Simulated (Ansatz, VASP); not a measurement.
## One calculation of MgCd2S3, two programs

```
Mg Cd S
1.0
     4.00116    0.00000    0.00000
    -2.00058    3.46511    0.00000
     0.00000    0.00000   19.59262
Mg Cd S
2 4 6
Direct
  0.66667 0.33333 0.50000
  0.66667 0.33333 0.83333
  0.33333 0.66667 0.00000
  0.33333 0.66667 0.33333
  0.33333 0.66667 0.66667
  0.66667 0.33333 0.16667
  0.33333 0.66667 0.12833
  0.33333 0.66667 0.46167
  0.33333 0.66667 0.79500
  0.66667 0.33333 0.29500
  0.66667 0.33333 0.62833
  0.66667 0.33333 0.96167
```

Alike in both runs: task single point; functional PBE; k mesh 6 × 6 × 1; occupations gaussian, width 0.1 eV; no spin polarisation.

```csv
,VASP,Ansatz
version,VASP 6.6.1,Ansatz 0.2.0
potentials or method,"VASP PAW PBE potentials, release 64 (Mg, Cd, S), cutoff 520 eV","scalar-relativistic, plane waves, PAW"
valence electrons in the cell,88,136
```

VASP gave:

```
gap on the k mesh at the Fermi level (eV)                     : 1.81
least direct gap on the mesh (eV)                             : 1.81
pressure (GPa)                                                : 7.7
traceless stress, the component that is largest in VASP (GPa) : -2.43
rms of the force components (eV/Å)                            : 0.323
```

Estimate Ansatz's values.

gap on the k mesh at the Fermi level (eV): 1.81; least direct gap on the mesh (eV): 1.81; pressure (GPa): 7.4; traceless stress, the component that is largest in VASP (GPa): -2.38; rms of the force components (eV/Å): 0.307.

Atom by atom the forces differ by 0.018 eV/Å (rms over components). The functional is the same, so the differences come from potentials, cutoffs and numerics. VASP's potentials hold 88 valence electrons a cell and Ansatz's 136, so a difference there can come from the potentials and not from the codes.
